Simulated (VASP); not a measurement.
# Al (P6_3/mmc) in VASP: further runs

The runs below take Al through single point, with PBE+D3(BJ).

All numbers are computed with VASP 6.6.1; they aren't measurements. Logs are shortened: lines on timing, memory, paths and dates and some standing lists are left out, and cuts for length are marked.

**1. The cell of the first run**

It takes space group P6_3/mmc (No. 194, hexagonal). Conventional cell: a = 2.696 Å, b = 2.696 Å, c = 9.241 Å, α = 90.00°, β = 90.00°, γ = 120.00°. Al (site symmetry -3m) has 12 Al at 2.70 to 2.79 Å within 3.6 Å. Al (site symmetry -6m2) has 12 Al at 2.70 to 2.79 Å within 3.6 Å.

This isn't the form of Al at room conditions, which is fcc.

**2. Single point, PBE+D3(BJ)**

INCAR reads:

```
SYSTEM = Al
ALGO = Normal ; EDIFF = 1E-7
ENCUT = 520 ; GGA = PE
ISIF = 2 ; ISMEAR = 0
IVDW = 12 ; LASPH = .True.
LCHARG = .False. ; LREAL = .False.
LWAVE = .False. ; NBANDS = 14
NELM = 100 ; PREC = Accurate
SIGMA = 0.15
```

KPOINTS reads:

```
k-points
0
Gamma
  18 18 4
  0 0 0
```

POSCAR reads:

```
Al
1.0
    2.6962000000      0.0000000000      0.0000000000
   -1.3481000000      2.3349776937      0.0000000000
    0.0000000000      0.0000000000      9.2410470711
Al
4
Direct
    0.0000000000      0.0000000000      0.0000000000
    0.3333333333      0.6666666667      0.2500000000
    0.0000000000      0.0000000000      0.5000000000
    0.6666666667      0.3333333333      0.7500000000
```

Potentials or basis: VASP PAW PBE potentials, release 64 (Al).

Started as:

```
$ cat potpaw_PBE.64/Al/POTCAR > POTCAR
$ mpirun -np 1 vasp_std > vasp.out
```

OUTCAR:

```text
SYSTEM = Al
   EDIFF = 1E-7
   ENCUT = 520
   GGA = PE
   ISIF = 2
   ISMEAR = 0
   IVDW = 12
   LASPH = .True.
   LREAL = .False.
   NELM = 100
   PREC = Accurate
 IVDW          = 12

 ion  position               nearest neighbor table
   1  0.000  0.000  0.000-   2 2.79   4 2.79   4 2.79   2 2.79   4 2.79   2 2.79
   2  0.333  0.667  0.250-   1 2.79   3 2.79   1 2.79   3 2.79   1 2.79   3 2.79
   3  0.000  0.000  0.500-   2 2.79   4 2.79   4 2.79   2 2.79   4 2.79   2 2.79
   4  0.667  0.333  0.750-   1 2.79   3 2.79   1 2.79   3 2.79   1 2.79   3 2.79

  LATTYP: Found a hexagonal cell.
 ALAT       =     2.6962000000
 C/A-ratio  =     3.4274338221

  Lattice vectors:

 A1 = (   2.6962000000,   0.0000000000,   0.0000000000)
 A2 = (  -1.3481000000,   2.3349776937,   0.0000000000)
 A3 = (   0.0000000000,   0.0000000000,   9.2410470711)

Analysis of symmetry for initial positions (statically):
=====================================================================
 Subroutine PRICEL returns:
 Original cell was already a primitive cell.

 Routine SETGRP: Setting up the symmetry group for a
 hexagonal supercell.

 Subroutine GETGRP returns: Found 24 space group operations
 (whereof 12 operations were pure point group operations)
 out of a pool of 24 trial point group operations.

The static configuration has the point symmetry D_3d.
 The point group associated with its full space group is D_6h.

Analysis of symmetry for dynamics (positions and initial velocities):
=====================================================================
 Subroutine PRICEL returns:
 Original cell was already a primitive cell.

 Routine SETGRP: Setting up the symmetry group for a
 hexagonal supercell.

 Subroutine GETGRP returns: Found 24 space group operations
 (whereof 12 operations were pure point group operations)
 out of a pool of 24 trial point group operations.

The dynamic configuration has the point symmetry D_3d.
 The point group associated with its full space group is D_6h.

 Subroutine INISYM returns: Found 24 space group operations
 (whereof 12 operations are pure point group operations),
 and found     1 'primitive' translations

----------------------------------------------------------------------------------------

                                     Primitive cell

  volume of cell :      58.1776

  direct lattice vectors                    reciprocal lattice vectors
     2.696200000  0.000000000  0.000000000     0.370892367  0.214134808  0.000000000
    -1.348100000  2.334977694  0.000000000     0.000000000  0.428269616  0.000000000
     0.000000000  0.000000000  9.241047071     0.000000000  0.000000000  0.108212846

  length of vectors
     2.696200000  2.696200000  9.241047071     0.428269616  0.428269616  0.108212846

  position of ions in fractional coordinates (direct lattice)
     0.000000000  0.000000000  0.000000000
     0.333333333  0.666666667  0.250000000
     0.000000000  0.000000000  0.500000000
     0.666666667  0.333333333  0.750000000

  ion indices of the primitive-cell ions
   primitive index   ion index
                 1           1
                 2           2
                 3           3
                 4           4

----------------------------------------------------------------------------------------

 KPOINTS: k-points

Automatic generation of k-mesh.
 Grid dimensions read from file:
 generate k-points for:   18   18    4

 Generating k-lattice:

  Cartesian coordinates                     Fractional coordinates (reciprocal lattice)
     0.020605132  0.011896378  0.000000000     0.055555556  0.000000000  0.000000000
     0.000000000  0.023792756  0.000000000     0.000000000  0.055555556  0.000000000
     0.000000000  0.000000000  0.027053211     0.000000000  0.000000000  0.250000000

  Length of vectors
     0.023792756  0.023792756  0.027053211

  Shift w.r.t. Gamma in fractional coordinates (k-lattice)
     0.000000000  0.000000000  0.000000000

 Subroutine IBZKPT returns following result:
 ===========================================

 Found    111 irreducible k-points:

 Following reciprocal coordinates:
            Coordinates               Weight
  0.000000  0.000000  0.000000      1.000000
  0.055556  0.000000  0.000000      6.000000
  0.111111  0.000000  0.000000      6.000000
  0.166667 -0.000000  0.000000      6.000000
  0.222222  0.000000  0.000000      6.000000
  0.277778 -0.000000  0.000000      6.000000
[... 16 lines left out ...]
  0.333333  0.111111  0.000000     12.000000
  0.388889  0.111111  0.000000     12.000000
 [... further k-points ...]
   k-points           NKPTS =    111   k-points in BZ     NKDIM =    111   number of bands    NBANDS=     14
   number of dos      NEDOS =    301   number of ions     NIONS =      4
   total plane-waves  NPLWV =  28000
   dimension x,y,z NGX =    20 NGY =   20 NGZ =   70
   dimension x,y,z NGXF=    40 NGYF=   40 NGZF=  140
   ions per type =               4
   NGX,Y,Z   is equivalent  to a cutoff of  12.33, 12.33, 12.59 a.u.
   NGXF,Y,Z  is equivalent  to a cutoff of  24.66, 24.66, 25.19 a.u.
 SYSTEM =  Al
   PREC   = accura    normal or accurate (medium, high low for compatibility)
   ISTART =      0    job   : 0-new  1-cont  2-samecut
   ICHARG =      2    charge: 1-file 2-atom 10-const
   ISPIN  =      1    spin polarized calculation?
   LNONCOLLINEAR =      F non collinear calculations
   LSORBIT =      F    spin-orbit coupling
   LASPH  =      T    aspherical Exc in radial PAW
   ENCUT  =  520.0 eV  38.22 Ry    6.18 a.u.   5.01  5.01 17.18*2*pi/ulx,y,z
   NELM   =    100;   NELMIN=  2; NELMDL= -5     # of ELM steps
   EDIFF  = 0.1E-06   stopping-criterion for ELM
   LREAL  =      F    real-space projection
   EDIFFG = 0.1E-05   stopping-criterion for IOM
   NSW    =      0    number of steps for IOM
   IBRION =     -1    ionic relax: 0-MD 1-quasi-New 2-CG
   NFREE  =      0    steps in history (QN), initial steepest desc. (CG)
   ISIF   =      2    stress and relaxation
   ISYM   =      2    0-nonsym 1-usesym 2-fastsym
   POTIM  = 0.5000    time-step for ionic-motion
   TEBEG  =    0.0;   TEEND  =   0.0 temperature during run
   PSTRESS=    0.0 pullay stress
   NELECT =      12.0000    total number of electrons
   NUPDOWN=      -1.0000    fix difference up-down
   EMIN   =  10.00;   EMAX   =-10.00  energy-range for DOS
   EFERMI =   0.00;   METHOD = LEGACY
   ISMEAR =     0;   SIGMA  =   0.15  broadening in eV -4-tet -1-fermi 0-gaus
   EFERMI_NEDOS =   21; number of points for ismear=-14 and -15
   IALGO  =     38    algorithm
   IMIX   =      4    mixing-type and parameters
     AMIX     =   0.40;   BMIX     =  1.00
     AMIX_MAG =   1.60;   BMIX_MAG =  1.00
  volume/ion in A,a.u.               =      14.54        98.15
  Fermi-wavevector in a.u.,A,eV,Ry     =   0.967275  1.827884 12.729892  0.935621
  Thomas-Fermi vector in A             =   2.097147
   LORBIT       =      0    0 simple, 1 ext, 2 COOP (PROOUT), +10 PAW based schemes
   GGA     = PE    functional components
   LHFCALC =     F    Hartree Fock is set to
   AEXX    =    0.0000 exact exchange contribution
   IVDW    =    12    specifies the selected vdW correction
   LEPSILON=     F    determine dielectric tensor
   LRPA    =     F    only Hartree local field effects (RPA)
 non-spin polarized calculation
 Gauss-broadening in eV      SIGMA  =   0.15
  energy-cutoff  :      520.00
  volume of cell :       58.18
 maximum number of plane-waves:      1611
 NGX is ok and might be reduce to    20
   NGX =  9   NGY =  9   NGZ = 35

 number of electron      12.0000000 magnetization

 Free energy of the ion-electron system (eV)
  ---------------------------------------------------
  ext. energy  EPLUGINS =         0.00000000
  ---------------------------------------------------
  free energy    TOTEN  =       -14.61636137 eV

  energy without entropy =      -14.59789865  energy(sigma->0) =      -14.60713001

 E-fermi :   9.3547     XC(G=0): -10.6614

 val. band max:        9.3504180151   @ k =   0.3333   0.1667   0.0000
 cond. band min:       9.3569896579   @ k =   0.2778   0.1111   0.5000
 fundamental gap:      0.0065716429
 Fermi energy:         9.3546986696

 k-point     1 :       0.0000    0.0000    0.0000
  band No.  band energies     occupation
      1      -2.6566      2.00000
      2      -0.9382      2.00000
      3      -0.9339      2.00000
      4       3.9995      2.00000
      5       4.2042      2.00000
      6      12.1402      0.00000
      7      12.1490      0.00000
      8      21.4824      0.00000
      9      21.7626      0.00000
     10      21.7626      0.00000
     11      21.8334      0.00000
     12      21.8334      0.00000
     13      22.6444      0.00000
     14      22.6596      0.00000

 k-point     2 :       0.0556    0.0000    0.0000
  band No.  band energies     occupation
      1      -2.5729      2.00000
      2      -0.8556      2.00000
      3      -0.8513      2.00000
      4       4.0767      2.00000
      5       4.2853      2.00000
      6      12.2087      0.00000
      7      12.2190      0.00000
      8      19.8947      0.00000
      9      20.6480      0.00000
     10      20.9740      0.00000
     11      21.2328      0.00000
     12      21.6401      0.00000
     13      21.9580      0.00000
     14      21.9741      0.00000
[... 343 lines left out ...]
      1       1.6189      2.00000
      2       3.2716      2.00000
      3       3.2724      2.00000
      4       7.0243      2.00000
      5       7.9689      2.00000
      6       8.4184      2.00000
      7       9.0636      1.99394
      8       9.3617      0.94757
      9      12.6262      0.00000
     10      13.6001      0.00000
     11      14.2620      0.00000
     12      14.3998      0.00000
     13      15.0289      0.00000
     14      16.6734      0.00000

 k-point    24 :       0.3889    0.1111    0.0000
  band No.  band energies     occupation
      1       2.8209      2.00000
      2       4.4245      2.00000
      3       4.4325      2.00000
      4       5.6404      2.00000
      5       7.3411      2.00000
      6       7.3797      2.00000
      7       9.2306      1.75789
      8       9.6847      0.00187
      9      11.8113      0.00000
     10      12.0152      0.00000
     11      13.6334      0.00000
     12      14.2821      0.00000
     13      14.7575      0.00000
     14      17.4653      0.00000

 [... further k-points ...]

------------------------ aborting loop because EDIFF is reached ----------------------------------------

 Edisp (eV)   -1.53430

 E8    (eV) :    -0.6876

  FORCE on cell =-STRESS in cart. coord.  units (eV):
  Direction    XX          YY          ZZ          XY          YZ          ZX
  --------------------------------------------------------------------------------------
  -------------------------------------------------------------------------------------
  Total       4.06592     4.06592     1.99325     0.00000     0.00000     0.00000
  in kB     111.97296   111.97296    54.89279     0.00000     0.00000     0.00000
  external pressure =       92.95 kB  Pullay stress =        0.00 kB

 VOLUME and BASIS-vectors are now :
 -----------------------------------------------------------------------------
  energy-cutoff  :      520.00
  volume of cell :       58.18
      direct lattice vectors                 reciprocal lattice vectors
     2.696200000  0.000000000  0.000000000     0.370892367  0.214134808  0.000000000
    -1.348100000  2.334977694  0.000000000     0.000000000  0.428269616  0.000000000
     0.000000000  0.000000000  9.241047071     0.000000000  0.000000000  0.108212846

 POSITION                                       TOTAL-FORCE (eV/Angst)
 -----------------------------------------------------------------------------------
      0.00000      0.00000      0.00000        -0.000000      0.000000     -0.000000
     -0.00000      1.55665      2.31026        -0.000000      0.000000     -0.000000
      0.00000      0.00000      4.62052        -0.000000      0.000000     -0.000000
      1.34810      0.77833      6.93079         0.000000      0.000000      0.000000
 -----------------------------------------------------------------------------------
    total drift:                               -0.000000      0.000000     -0.000000

  FREE ENERGIE OF THE ION-ELECTRON SYSTEM (eV)
  ---------------------------------------------------
  free  energy   TOTEN  =       -16.1506632551 eV

  energy  without entropy=      -16.1322005381  energy(sigma->0) =      -16.14143190
```

It took 91 s on 1 thread of Intel Xeon 8259CL, shared host; peak memory 0.22 GiB.

What came out:

```yaml
Free_energy: -16.1507 eV
Pressure: 9.3 GPa
Band_gap_on_the_k_mesh: zero (bands 6 and 7 overlap by 4.95 eV)
Dispersion_energy_per_atom: -0.384 eV
```

Caveat: the stress differs along the axes, from 5 to 11 GPa.

**3. Single point, PBE+D3(BJ)**

This run uses another cell than the first one, of 14.58 Å³/atom.

INCAR reads:

```
PREC = Accurate ; ENCUT = 520
EDIFF = 1E-6 ; ISMEAR = 0
SIGMA = 0.15 ; LREAL = F
LASPH = T ; NELM = 60
ALGO = Fast ; ISIF = 2
LWAVE = F ; LCHARG = T
GGA = PE ; IVDW = 12
LELF = T ; LVHAR = T
NBANDS = 14
```

KPOINTS reads:

```
regular mesh
0
Gamma
  18 18 4
```

POSCAR reads:

```
Al
1.0
    2.8932000000      0.0000000000      0.0000000000
   -1.4466000000      2.5055846982      0.0000000000
    0.0000000000      0.0000000000      8.0434000000
Al
4
Direct
    0.0000000000      0.0000000000      0.0000000000
    0.3333333333      0.6666666667      0.2500000000
    0.0000000000      0.0000000000      0.5000000000
    0.6666666667      0.3333333333      0.7500000000
```

Potentials or basis: VASP PAW PBE potentials, release 64 (Al).

Started as:

```
$ cat potpaw_PBE.64/Al/POTCAR > POTCAR
$ mpirun -np 1 vasp_std > vasp.out
```

Wall time 1.8 min (1 thread of Intel Xeon 8259CL, shared host); peak memory 0.22 GiB.

The run converged. Its results:

```
Free energy                : -15.7712 eV
Pressure                   : 12.2 GPa
Band gap on the k mesh     : zero (bands 6 and 7 overlap by 9.13 eV)
Dispersion energy per atom : -0.383 eV
```

Stress tensor (GPa, compression positive):
```
 5.61  0.00  0.00
 0.00  5.61  0.00
 0.00  0.00 25.38
```

Levels at points of the mesh, in eV from the Fermi level:
```
           k point  band 4  band 5  band 6  band 7  band 8  band 9
(0.00, 0.00, 0.00)   -3.86   -2.38    7.09    7.22    9.05    9.05
(0.50, 0.00, 0.00)   -4.36   -3.78   -3.60    1.27    1.71    2.97
(0.00, 0.00, 0.50)   -6.99    1.68    1.68    9.46    9.46    9.46
(0.50, 0.00, 0.50)   -5.62   -1.77   -1.77   -0.98   -0.98    4.68
```

Caveat: the stress differs along the axes, from 6 to 25 GPa.

The gap in the log of VASP goes by the Fermi energy; the results here count the filled bands.